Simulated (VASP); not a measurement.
# Fe3Ge (Fm-3m) in VASP: further runs

Runs on Fe3Ge. Level: PBEsol. Tasks: single point.

Program: VASP 6.6.1. These are calculated values, not measurements. Logs are shortened: lines on timing, memory, paths and dates and some standing lists are left out, and cuts for length are marked.

### 1 The cell of the first run

It takes space group Fm-3m (No. 225, cubic). The conventional cell has a = 5.751 Å, b = 5.751 Å, c = 5.751 Å, α = 90.00°, β = 90.00°, γ = 90.00°. Ge (site symmetry m-3m) has 14 Fe at 2.49 to 2.88 Å within 3.3 Å. Fe (site symmetry -43m) has 4 Ge at 2.49 Å and 10 Fe at 2.49 to 2.88 Å within 3.3 Å. Fe (site symmetry m-3m) has 8 Fe at 2.49 Å and 6 Ge at 2.88 Å within 3.3 Å.

### 2 Single point, PBEsol, collinear spin, ferromagnetic start

INCAR

```
ALGO     = Normal         # electronic algorithm
EDIFF    = 1E-6           # SCF threshold, eV
ENCUT    = 520            # plane-wave cutoff, eV
GGA      = PS             # functional
ISIF     = 2              # what is computed and relaxed
ISMEAR   = -1             # smearing method
ISPIN    = 2              # spin polarisation
LASPH    = T              # aspherical terms in the spheres
LCHARG   = F              # write CHGCAR
LMAXMIX  = 4              # l up to which the mixer works
LORBIT   = 11             # projections on sites
LREAL    = F              # projectors in reciprocal space
LWAVE    = F              # write WAVECAR
MAGMOM   = 0 3 3 3        # initial moments
NBANDS   = 31             # bands
NELM     = 150            # most SCF steps
PREC     = Accurate       # precision mode
SIGMA    = 0.05           # smearing width, eV
```

KPOINTS

```
k-points
0
Gamma
  8 8 8
```

POSCAR

```
Fe3Ge
1.0
    0.0000000000      2.8755854299      2.8755854299
    2.8755854299      0.0000000000      2.8755854299
    2.8755854299      2.8755854299      0.0000000000
Ge Fe
1 3
Direct
    0.0000000000      0.0000000000      0.0000000000
    0.7500000000      0.7500000000      0.7500000000
    0.2500000000      0.2500000000      0.2500000000
    0.5000000000      0.5000000000      0.5000000000
```

Potentials or basis: VASP PAW PBE potentials, release 64 (Ge_d, Fe).

The run is started by

```
cat potpaw_PBE.64/Ge_d/POTCAR potpaw_PBE.64/Fe/POTCAR > POTCAR
mpirun -np 1 vasp_std > vasp.out
```

OUTCAR:

```text
EDIFF = 1E-6
   ENCUT = 520
   GGA = PS
   ISIF = 2
   ISMEAR = -1
   ISPIN = 2
   LASPH = T
   LORBIT = 11
   LREAL = F
   NELM = 150
   PREC = Accurate

 ion  position               nearest neighbor table
   1  0.000  0.000  0.000-   2 2.49   3 2.49   2 2.49   2 2.49   2 2.49   3 2.49   3 2.49   3 2.49
                             4 2.88   4 2.88   4 2.88   4 2.88   4 2.88   4 2.88
   2  0.750  0.750  0.750-   1 2.49   4 2.49   4 2.49   4 2.49   4 2.49   1 2.49   1 2.49   1 2.49
                             3 2.88   3 2.88   3 2.88   3 2.88   3 2.88   3 2.88
   3  0.250  0.250  0.250-   1 2.49   4 2.49   1 2.49   1 2.49   1 2.49   4 2.49   4 2.49   4 2.49
                             2 2.88   2 2.88   2 2.88   2 2.88   2 2.88   2 2.88
   4  0.500  0.500  0.500-   2 2.49   3 2.49   3 2.49   3 2.49   3 2.49   2 2.49   2 2.49   2 2.49
                             1 2.88   1 2.88   1 2.88   1 2.88   1 2.88   1 2.88

  LATTYP: Found a face centered cubic cell.
 ALAT       =     5.7511708598

  Lattice vectors:

 A1 = (   0.0000000000,   2.8755854299,   2.8755854299)
 A2 = (   2.8755854299,   0.0000000000,   2.8755854299)
 A3 = (   2.8755854299,   2.8755854299,   0.0000000000)

Analysis of symmetry for initial positions (statically):
=====================================================================
 Subroutine PRICEL returns:
 Original cell was already a primitive cell.

 Routine SETGRP: Setting up the symmetry group for a
 face centered cubic supercell.

 Subroutine GETGRP returns: Found 48 space group operations
 (whereof 48 operations were pure point group operations)
 out of a pool of 48 trial point group operations.

The static configuration has the point symmetry O_h .

Analysis of symmetry for dynamics (positions and initial velocities):
=====================================================================
 Subroutine PRICEL returns:
 Original cell was already a primitive cell.

 Routine SETGRP: Setting up the symmetry group for a
 face centered cubic supercell.

 Subroutine GETGRP returns: Found 48 space group operations
 (whereof 48 operations were pure point group operations)
 out of a pool of 48 trial point group operations.

The dynamic configuration has the point symmetry O_h .

Analysis of structural, dynamic, and magnetic symmetry:
=====================================================================
 Subroutine PRICEL returns:
 Original cell was already a primitive cell.

 Routine SETGRP: Setting up the symmetry group for a
 face centered cubic supercell.

 Subroutine GETGRP returns: Found 48 space group operations
 (whereof 48 operations were pure point group operations)
 out of a pool of 48 trial point group operations.

The overall configuration has the point symmetry O_h .

 Subroutine INISYM returns: Found 48 space group operations
 (whereof 48 operations are pure point group operations),
 and found     1 'primitive' translations

----------------------------------------------------------------------------------------

                                     Primitive cell

  volume of cell :      47.5564

  direct lattice vectors                    reciprocal lattice vectors
     0.000000000  2.875585430  2.875585430    -0.173877637  0.173877637  0.173877637
     2.875585430  0.000000000  2.875585430     0.173877637 -0.173877637  0.173877637
     2.875585430  2.875585430  0.000000000     0.173877637  0.173877637 -0.173877637

  length of vectors
     4.066691915  4.066691915  4.066691915     0.301164902  0.301164902  0.301164902

  position of ions in fractional coordinates (direct lattice)
     0.000000000  0.000000000  0.000000000
     0.750000000  0.750000000  0.750000000
     0.250000000  0.250000000  0.250000000
     0.500000000  0.500000000  0.500000000

  ion indices of the primitive-cell ions
   primitive index   ion index
                 1           1
                 2           2
                 3           3
                 4           4

----------------------------------------------------------------------------------------

 KPOINTS: k-points

Automatic generation of k-mesh.
 Grid dimensions read from file:
 generate k-points for:    8    8    8

 Generating k-lattice:

  Cartesian coordinates                     Fractional coordinates (reciprocal lattice)
    -0.021734705  0.021734705  0.021734705     0.125000000  0.000000000  0.000000000
     0.021734705 -0.021734705  0.021734705     0.000000000  0.125000000  0.000000000
     0.021734705  0.021734705 -0.021734705     0.000000000  0.000000000  0.125000000

  Length of vectors
     0.037645613  0.037645613  0.037645613

  Shift w.r.t. Gamma in fractional coordinates (k-lattice)
     0.000000000  0.000000000  0.000000000

 Subroutine IBZKPT returns following result:
 ===========================================

 Found     29 irreducible k-points:

 Following reciprocal coordinates:
            Coordinates               Weight
  0.000000  0.000000  0.000000      1.000000
[... 57 lines left out ...]
   LRPA    =     F    only Hartree local field effects (RPA)
 spin polarized calculation
  energy-cutoff  :      520.00
  volume of cell :       47.56
 maximum number of plane-waves:      1303
   NGX = 15   NGY = 15   NGZ = 15

 number of electron      38.0000014 magnetization       5.6740890

 Free energy of the ion-electron system (eV)
  ---------------------------------------------------
  ext. energy  EPLUGINS =         0.00000000
  ---------------------------------------------------
  free energy    TOTEN  =       -32.26345106 eV

  energy without entropy =      -32.23097052  energy(sigma->0) =      -32.24721079

 E-fermi :   7.2424     XC(G=0): -13.2581

 val. band max:        7.2273828448   @ k =   0.5000   0.3750   0.1250
 cond. band min:       7.2445360894   @ k =  -0.2500   0.1250   0.0000
 fundamental gap:      0.0171532445
 Fermi energy:         7.2423640674

 spin component 1

 k-point     1 :       0.0000    0.0000    0.0000
  band No.  band energies     occupation
      1     -17.2359      1.00000
      2     -17.2359      1.00000
      3     -17.2359      1.00000
      4     -17.2090      1.00000
      5     -17.2090      1.00000
      6      -4.6751      1.00000
[... 23 lines left out ...]
     30      15.4626      0.00000
     31      15.4626      0.00000

 k-point     2 :       0.1250    0.0000    0.0000
  band No.  band energies     occupation
      1     -17.2361      1.00000
      2     -17.2356      1.00000
      3     -17.2356      1.00000
      4     -17.2086      1.00000
      5     -17.2086      1.00000
      6      -4.4792      1.00000
[... 740 lines left out ...]
 k-point    24 :      -0.3750    0.2500    0.1250
  band No.  band energies     occupation
      1     -17.2366      1.00000
      2     -17.2350      1.00000
      3     -17.2326      1.00000
      4     -17.2078      1.00000
      5     -17.2056      1.00000
      6      -2.4723      1.00000
[... 23 lines left out ...]
     30      17.6152      0.00000
     31      20.4112      0.00000

 [... further k-points ...]

 spin component 2

 k-point     1 :       0.0000    0.0000    0.0000
  band No.  band energies     occupation
      1     -17.2465      1.00000
      2     -17.2465      1.00000
      3     -17.2465      1.00000
      4     -17.2258      1.00000
      5     -17.2258      1.00000
      6      -4.6242      1.00000
[... 23 lines left out ...]
     30      16.0332      0.00000
     31      16.0332      0.00000

 k-point     2 :       0.1250    0.0000    0.0000
  band No.  band energies     occupation
      1     -17.2467      1.00000
      2     -17.2462      1.00000
      3     -17.2462      1.00000
      4     -17.2254      1.00000
      5     -17.2254      1.00000
      6      -4.4305      1.00000
[... 740 lines left out ...]
 k-point    24 :      -0.3750    0.2500    0.1250
  band No.  band energies     occupation
      1     -17.2472      1.00000
      2     -17.2457      1.00000
      3     -17.2432      1.00000
      4     -17.2247      1.00000
      5     -17.2226      1.00000
      6      -2.4323      1.00000
[... 23 lines left out ...]
     30      18.2137      0.00000
     31      20.7202      0.00000

 [... further k-points ...]

------------------------ aborting loop because EDIFF is reached ----------------------------------------

  FORCE on cell =-STRESS in cart. coord.  units (eV):
  Direction    XX          YY          ZZ          XY          YZ          ZX
  --------------------------------------------------------------------------------------
  -------------------------------------------------------------------------------------
  Total       -3.1267568     -3.1267568     -3.1267568      0.0000000      0.0000000     -0.0000000
  in kB     -105.3406175   -105.3406175   -105.3406175      0.0000000      0.0000000     -0.0000000
  external PRESSURE =    -105.3406175 kB  Pullay stress =       0.0000000 kB

 VOLUME and BASIS-vectors are now :
 -----------------------------------------------------------------------------
  energy-cutoff  :      520.00
  volume of cell :       47.56
      direct lattice vectors                 reciprocal lattice vectors
     0.000000000  2.875585430  2.875585430    -0.173877637  0.173877637  0.173877637
     2.875585430  0.000000000  2.875585430     0.173877637 -0.173877637  0.173877637
     2.875585430  2.875585430  0.000000000     0.173877637  0.173877637 -0.173877637

 POSITION                                       TOTAL-FORCE (eV/Angst)
 -----------------------------------------------------------------------------------
      0.00000      0.00000      0.00000         0.000000     -0.000000     -0.000000
      4.31338      4.31338      4.31338         0.000000      0.000000      0.000000
      1.43779      1.43779      1.43779        -0.000000     -0.000000      0.000000
      2.87559      2.87559      2.87559         0.000000     -0.000000     -0.000000
 -----------------------------------------------------------------------------------
    total drift:                                0.000000     -0.000000     -0.000000

  FREE ENERGIE OF THE ION-ELECTRON SYSTEM (eV)
  ---------------------------------------------------
  free  energy   TOTEN  =       -32.2634510559 eV

  energy  without entropy=      -32.2309705221  energy(sigma->0) =      -32.24721079

 total charge

# of ion       s       p       d       tot
------------------------------------------
    1        1.062   1.291  10.128  12.481
    2        0.411   0.510   6.413   7.335
    3        0.411   0.510   6.413   7.335
    4        0.456   0.505   6.233   7.194
--------------------------------------------------
tot          2.339   2.817  29.188  34.344

 magnetization (x)

# of ion       s       p       d       tot
------------------------------------------
    1        0.001  -0.066  -0.010  -0.075
    2       -0.006  -0.024   1.633   1.603
    3       -0.006  -0.024   1.633   1.603
    4       -0.008  -0.024   2.574   2.542
--------------------------------------------------
tot         -0.019  -0.138   5.830   5.674
```

It took 78 s on 1 thread of Intel Xeon Platinum 8488C (Sapphire Rapids), shared host; peak memory 0.22 GiB.

What came out:

| Item | Value |
| --- | --- |
| Free energy | -32.2635 eV |
| Pressure | -10.5 GPa |
| Net moment | 5.67 μB per cell |
| Site moments | Ge -0.07; Fe +1.60, +2.54 (each value once) μB |
| Valence electrons inside the program's atomic spheres | Ge 12.48; Fe 7.33, 7.19 (each value once) |

Caveat: the cell stands under tension; the PAW data sets were made with another functional, which shifts forces and pressure a little.

### 3 Single point, PBEsol, collinear spin, ferromagnetic start (12.13 Å³/atom)

This run uses another cell than the first one, of 12.13 Å³/atom.

INCAR

```
SYSTEM = Fe3Ge
ALGO = Fast
EDIFF = 1E-7
ENCUT = 520
GGA = PS
ISIF = 2
ISMEAR = -1
ISPIN = 2
LASPH = .TRUE.
LCHARG = .FALSE.
LMAXMIX = 4
LORBIT = 11
LREAL = .FALSE.
LWAVE = .FALSE.
MAGMOM = 0 3 3 3
NBANDS = 31
NELM = 150
PREC = Accurate
SIGMA = 0.05
```

KPOINTS

```
k-points
0
G
  8 8 8
  0 0 0
```

POSCAR

```
Fe3Ge
1.0
    0.0000000000      2.8946295970      2.8946295970
    2.8946295970      0.0000000000      2.8946295970
    2.8946295970      2.8946295970      0.0000000000
Ge Fe
1 3
Direct
    0.0000000000      0.0000000000      0.0000000000
    0.7500000000      0.7500000000      0.7500000000
    0.2500000000      0.2500000000      0.2500000000
    0.5000000000      0.5000000000      0.5000000000
```

Potentials or basis: VASP PAW PBE potentials, release 64 (Ge_d, Fe).

The run is started by

```
cat potpaw_PBE.64/Ge_d/POTCAR potpaw_PBE.64/Fe/POTCAR > POTCAR
mpirun -np 1 vasp_std > vasp.out
```

Run time: 1.7 min. Hardware: 1 thread of Intel Xeon Platinum 8488C (Sapphire Rapids), shared host; peak memory 0.22 GiB.

Results (log left out):

| Property | Result |
| --- | --- |
| Free energy | -32.1932 eV |
| Pressure | -13.1 GPa |
| Net moment | 5.94 μB per cell |
| Site moments | Ge -0.08; Fe +1.74, +2.54 (each value once) μB |
| Valence electrons inside the program's atomic spheres | Ge 12.45; Fe 7.29, 7.16 (each value once) |

Levels at points of the mesh, in eV from the Fermi level:
Spin up:
```
           k point  band 18  band 19  band 20  band 21  band 22  band 23  band 24  band 25  band 26  band 27
(0.00, 0.00, 0.00)    -0.89    -0.89    -0.65    -0.65     1.92     3.70     3.70     3.70     5.53     5.53
(0.50, 0.00, 0.00)    -1.42    -1.42    -0.97    -0.97    -0.65     2.97     3.10     3.10     4.47     4.47
(0.50, 0.50, 0.00)    -1.54    -1.19    -1.05    -0.69    -0.62    -0.62    -0.22     3.02     4.54    11.33
```
Spin down:
```
           k point  band 12  band 13  band 14  band 15  band 16  band 17  band 18  band 19  band 20  band 21
(0.00, 0.00, 0.00)    -1.39    -1.39    -1.39     0.72     0.72     0.72     1.39     1.39     1.39     1.39
(0.50, 0.00, 0.00)    -1.64    -1.23    -1.23    -0.50    -0.27    -0.27     1.02     1.02     1.23     1.26
(0.50, 0.50, 0.00)    -1.44    -1.44    -1.20    -0.30    -0.30     0.13     0.58     0.92     1.04     1.30
```

Caveat: the cell stands under tension; the PAW data sets were made with another functional, which shifts forces and pressure a little.

### 4 Single point, PBEsol, collinear spin, ferromagnetic start (12.36 Å³/atom)

This run uses another cell than the first one, of 12.36 Å³/atom.

INCAR

```
SYSTEM = Fe3Ge
ALGO = Normal
EDIFF = 1E-6
ENCUT = 520
GGA = PS
ISIF = 2
ISMEAR = -1
ISPIN = 2
LASPH = .True.
LCHARG = .False.
LMAXMIX = 4
LORBIT = 11
LREAL = .False.
LWAVE = .False.
MAGMOM = 0 3 3 3
NBANDS = 31
NELM = 150
PREC = Accurate
SIGMA = 0.05
```

KPOINTS

```
k-points
0
Gamma
  8 8 8
  0 0 0
```

POSCAR

```
Fe3Ge
1.0
    0.0000000000      2.9134264198      2.9134264198
    2.9134264198      0.0000000000      2.9134264198
    2.9134264198      2.9134264198      0.0000000000
Ge Fe
1 3
Direct
    0.0000000000      0.0000000000      0.0000000000
    0.7500000000      0.7500000000      0.7500000000
    0.2500000000      0.2500000000      0.2500000000
    0.5000000000      0.5000000000      0.5000000000
```

The run is started by

```
cat potpaw_PBE.64/Ge_d/POTCAR potpaw_PBE.64/Fe/POTCAR > POTCAR
mpirun -np 1 vasp_std > vasp.out
```

It took 60 s on 1 thread of Intel Xeon Platinum 8488C (Sapphire Rapids), shared host; peak memory 0.24 GiB.

The run converged. Its results:

| Item | Value |
| --- | --- |
| Free energy | -32.1087 eV |
| Pressure | -15.3 GPa |
| Net moment | 6.14 μB per cell |
| Site moments | Ge -0.08; Fe +1.84, +2.55 (each value once) μB |
| Valence electrons inside the program's atomic spheres | Ge 12.43; Fe 7.25, 7.13 (each value once) |

Levels at points of the mesh, in eV from the Fermi level:
Spin up:
```csv
k point,band 18,band 19,band 20,band 21,band 22,band 23,band 24,band 25,band 26,band 27
"(0.00, 0.00, 0.00)",-0.94,-0.94,-0.72,-0.72,1.77,3.59,3.59,3.59,5.45,5.45
"(0.50, 0.00, 0.00)",-1.43,-1.43,-1.00,-1.00,-0.68,2.82,3.00,3.00,4.38,4.38
"(0.50, 0.50, 0.00)",-1.56,-1.21,-1.10,-0.75,-0.67,-0.67,-0.29,2.87,4.40,11.13
```
Spin down:
| k point | band 12 | band 13 | band 14 | band 15 | band 16 | band 17 | band 18 | band 19 | band 20 | band 21 |
| --- | --- | --- | --- | --- | --- | --- | --- | --- | --- | --- |
| (0.00, 0.00, 0.00) | -1.32 | -1.32 | -1.32 | 0.76 | 0.76 | 0.76 | 1.41 | 1.41 | 1.41 | 1.41 |
| (0.50, 0.00, 0.00) | -1.56 | -1.15 | -1.15 | -0.46 | -0.20 | -0.20 | 1.05 | 1.05 | 1.25 | 1.28 |
| (0.50, 0.50, 0.00) | -1.35 | -1.35 | -1.10 | -0.25 | -0.25 | 0.18 | 0.62 | 0.95 | 1.05 | 1.31 |

Caveat: the cell stands under tension; the PAW data sets were made with another functional, which shifts forces and pressure a little.

### 5 Single point, PBEsol, collinear spin, ferromagnetic start (12.60 Å³/atom)

This run uses another cell than the first one, of 12.60 Å³/atom.

INCAR

```
  ALGO = Fast
  EDIFF = 1E-7
  ENCUT = 520
  GGA = PS
  ISIF = 2
  ISMEAR = -1
  ISPIN = 2
  LASPH = T
  LCHARG = T
  LELF = T
  LMAXMIX = 4
  LORBIT = 11
  LREAL = F
  LVHAR = T
  LWAVE = F
  MAGMOM = 0 3 3 3
  NBANDS = 31
  NELM = 150
  PREC = Accurate
  SIGMA = 0.05
```

KPOINTS

```
k-points
0
Gamma
  8 8 8
```

POSCAR

```
Fe3Ge
1.0
    0.0000000000      2.9319837763      2.9319837763
    2.9319837763      0.0000000000      2.9319837763
    2.9319837763      2.9319837763      0.0000000000
Ge Fe
1 3
Direct
    0.0000000000      0.0000000000      0.0000000000
    0.7500000000      0.7500000000      0.7500000000
    0.2500000000      0.2500000000      0.2500000000
    0.5000000000      0.5000000000      0.5000000000
```

The run is started by

```
cat potpaw_PBE.64/Ge_d/POTCAR potpaw_PBE.64/Fe/POTCAR > POTCAR
mpirun -np 1 vasp_std > vasp.out
```

Run time: 76 s. Hardware: 1 thread of Intel Xeon Platinum 8488C (Sapphire Rapids), shared host; peak memory 0.24 GiB.

Results (log left out):

| Property | Result |
| --- | --- |
| Free energy | -32.0112 eV |
| Pressure | -17.5 GPa |
| Net moment | 6.30 μB per cell |
| Site moments | Ge -0.08; Fe +1.92, +2.56 (each value once) μB |
| Valence electrons inside the program's atomic spheres | Ge 12.40; Fe 7.21, 7.10 (each value once) |

Levels at points of the mesh, in eV from the Fermi level:
Spin up:
```csv
k point,band 18,band 19,band 20,band 21,band 22,band 23,band 24,band 25,band 26,band 27
"(0.00, 0.00, 0.00)",-0.99,-0.99,-0.78,-0.78,1.62,3.49,3.49,3.49,5.36,5.36
"(0.50, 0.00, 0.00)",-1.45,-1.45,-1.03,-1.03,-0.72,2.68,2.90,2.90,4.29,4.29
"(0.50, 0.50, 0.00)",-1.57,-1.23,-1.15,-0.81,-0.71,-0.71,-0.36,2.72,4.27,10.93
```
Spin down:
```tsv
k point	band 12	band 13	band 14	band 15	band 16	band 17	band 18	band 19	band 20	band 21
(0.00, 0.00, 0.00)	-1.26	-1.26	-1.26	0.78	0.78	0.78	1.43	1.43	1.43	1.43
(0.50, 0.00, 0.00)	-1.48	-1.09	-1.09	-0.43	-0.15	-0.15	1.06	1.06	1.25	1.30
(0.50, 0.50, 0.00)	-1.28	-1.28	-1.02	-0.21	-0.21	0.23	0.65	0.97	1.06	1.32
```

Caveat: the cell stands under tension; the PAW data sets were made with another functional, which shifts forces and pressure a little.

### 6 Summary

```tsv
cell	gap on the mesh (eV)	pressure (GPa)	moment (μB)
a = 4.067 Å, angles 60.0°, 4 atoms	none	-10.5	5.67
a = 4.094 Å, angles 60.0°, 4 atoms	none	-13.1	5.94
a = 4.120 Å, angles 60.0°, 4 atoms	none	-15.3	6.14
a = 4.146 Å, angles 60.0°, 4 atoms	none	-17.5	6.30
```

Alike in all rows: task single point; level PBEsol; potentials or basis VASP PAW PBE potentials, release 64 (Ge_d, Fe); spin collinear, ferromagnetic start; k mesh 8 × 8 × 8; cutoff (eV) 520; smearing fermi-dirac 0.05 eV.

Caveats: the cell stands under tension; the PAW data sets were made with another functional, which shifts forces and pressure a little.

Absolute energies hang on the potentials; compare differences alone.

The gap in the log of VASP goes by the Fermi energy; the results here count the filled bands.